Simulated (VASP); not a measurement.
Input of a VASP 6.6.1 run:

Contents of INCAR:

```
SYSTEM = Se
PREC = Accurate
ENCUT = 600
EDIFF = 1E-6
ISMEAR = 0
SIGMA = 0.1
LREAL = .False.
LASPH = .True.
NELM = 100
ALGO = Normal
ISIF = 3
LWAVE = .False.
LCHARG = .False.
GGA = PE
IBRION = 2
NSW = 90
EDIFFG = -0.04
```

The input KPOINTS:

```
regular mesh
0
Gamma
  6 6 6
  0 0 0
```

POSCAR

```
Se
1.0
   -2.9168893579      2.9168893579      1.5912169889
    2.9168893579     -2.9168893579      1.5912169889
    2.9168893579      2.9168893579     -1.5912169889
Se
2
Direct
    0.0000000000      0.0000000000      0.0000000000
    0.7500000000      0.2500000000      0.5000000000
```

Potentials or basis: VASP PAW PBE potentials, release 64 (Se).

The run is started by

```sh
$ cat potpaw_PBE.64/Se/POTCAR > POTCAR
$ mpirun -np 1 vasp_std > vasp.out
```

Problem. Estimate the relaxed cell.

Solution. a = 4.133 Å, b = 4.133 Å, c = 4.133 Å, α = 98.10°, β = 98.10°, γ = 135.90°.

Problem. Estimate the relaxed volume.

Solution. 22.77 Å³/atom.

Final structure:
```
Se
1.0
    -2.70899    2.70899    1.55163
     2.70899   -2.70899    1.55163
     2.70899    2.70899   -1.55163
Se
2
Direct
  0.00000 0.00000 0.00000
  0.75000 0.25000 0.50000
```

Caveat: the k points lie up to 0.39 Å⁻¹ apart in the final cell, too coarse for converged energies and pressures of a metal; the volume moved by over 15 % at a fixed basis, so the end points are rough.
